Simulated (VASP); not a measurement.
Al2Ru: single point with r2SCAN

The system is Al2Ru.

```
Al Ru
1.0
    -1.54580    1.54580    4.17628
     1.54580   -1.54580    4.17628
     1.54580    1.54580   -4.17628
Al Ru
2 1
Direct
  0.65972 0.65972 0.00000
  0.34028 0.34028 0.00000
  0.00000 0.00000 0.00000
```

```
Program                : VASP 6.6.1
Task                   : single point
Functional             : r2SCAN
Potentials or basis    : VASP PAW PBE potentials, release 64 (Al, Ru_pv)
Cutoff                 : 520 eV
k mesh                 : 18 × 18 × 18
Occupations            : gaussian, width 0.1 eV
Spin                   : no spin polarisation
Dipole correction      : no
Further INCAR settings : ALGO = Normal; EDIFF = 1e-07; NBANDS = 17
```

```yaml
Pressure: 5.9 GPa
Largest_force: 0.014 eV/Å
Band_gap_on_the_k_mesh: zero (bands 10 and 11 overlap by 0.04 eV)
```

Forces on the atoms (eV/Å):
```
Al   0.000  0.000  0.014
Al   0.000  0.000 -0.014
Ru   0.000  0.000  0.000
```

Levels at points of the mesh, in eV from the Fermi level:
| k point | band 6 | band 7 | band 8 | band 9 | band 10 | band 11 | band 12 | band 13 | band 14 | band 15 |
| --- | --- | --- | --- | --- | --- | --- | --- | --- | --- | --- |
| (0.00, 0.00, 0.00) | -4.11 | -2.27 | -2.27 | -2.09 | -1.19 | 2.65 | 4.65 | 6.58 | 6.58 | 6.74 |
| (0.50, 0.00, 0.00) | -5.01 | -3.23 | -3.07 | -2.91 | -1.67 | 0.72 | 3.38 | 5.37 | 7.50 | 9.13 |
| (0.50, 0.50, 0.00) | -3.92 | -3.85 | -3.40 | -1.25 | -0.46 | 0.43 | 2.02 | 2.11 | 4.98 | 5.90 |
| (0.50, 0.50, 0.50) | -4.31 | -2.90 | -1.80 | -1.80 | -1.16 | 3.40 | 3.40 | 6.49 | 7.04 | 9.15 |

Wall time 29 min on 1 thread of Oxide Virtual Turin-like Processor, with other jobs on the host, peak memory 0.42 GiB.

Caveat: the cell stands under pressure; the PAW data sets were made with another functional, which shifts forces and pressure a little.
